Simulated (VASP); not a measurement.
Write the native input for VASP 6.6.1 that does the following.

```yaml
Task: single point
Functional: r2SCAN
Potentials_or_basis: VASP PAW PBE potentials, release 64 (Hf_pv)
Cutoff: 520 eV
k_mesh: 18 × 18 × 18
Occupations: gaussian, width 0.05 eV
Spin: no spin polarisation
Dipole_correction: no
Further_INCAR_settings: ALGO = Normal; EDIFF = 1e-06; NBANDS = 11
```

Hf:

```
Hf
1.0
    -1.72129    1.72129    1.72129
     1.72129   -1.72129    1.72129
     1.72129    1.72129   -1.72129
Hf
1
Direct
  0.00000 0.00000 0.00000
```

This cell differs from its parent crystal: volume scaled by 0.920.

The input as run:

POSCAR

```
Hf
1.0
   -1.7212898487      1.7212898487      1.7212898487
    1.7212898487     -1.7212898487      1.7212898487
    1.7212898487      1.7212898487     -1.7212898487
Hf
1
Direct
    0.0000000000      0.0000000000      0.0000000000
```

INCAR.step1

```
PREC = Accurate ; ENCUT = 520
ISMEAR = 0 ; SIGMA = 0.05
LREAL = False ; LASPH = True
NELM = 60 ; NBANDS = 11
GGA = PE ; ALGO = Normal
EDIFF = 1E-4 ; LWAVE = True
LCHARG = False
```

INCAR.step2

```
PREC = Accurate ; ENCUT = 520
EDIFF = 1E-6 ; ISMEAR = 0
SIGMA = 0.05 ; LREAL = False
LASPH = True ; NELM = 60
ALGO = Normal ; ISIF = 2
LWAVE = False ; LCHARG = False
METAGGA = R2SCAN ; LMIXTAU = True
NBANDS = 11 ; ISTART = 1
```

KPOINTS

```
Automatic mesh
0
Gamma
  18 18 18
```

Potentials or basis: VASP PAW PBE potentials, release 64 (Hf_pv).

Command:

```console
$ cat potpaw_PBE.64/Hf_pv/POTCAR > POTCAR
$ cp INCAR.step1 INCAR
$ mpirun -np 1 vasp_std > vasp.out
$ cp INCAR.step2 INCAR
$ mpirun -np 1 vasp_std > vasp.out
```

It gave:

```yaml
Pressure: 9.5 GPa
Band_gap_on_the_k_mesh: zero (band 5 reaches 6.94 eV, above the bottom of band 6 at 4.34 eV)
```

Caveat: the PAW data sets were made with another functional, which shifts forces and pressure a little; spin-orbit coupling is left out, which moves the levels of the heavy elements.

Wall time 120 s on 1 thread of Intel(R) Xeon(R) Platinum 8259CL CPU @ 2.50GHz (Skylake/Cascade Lake) (shared host), peak memory 0.17 GiB.
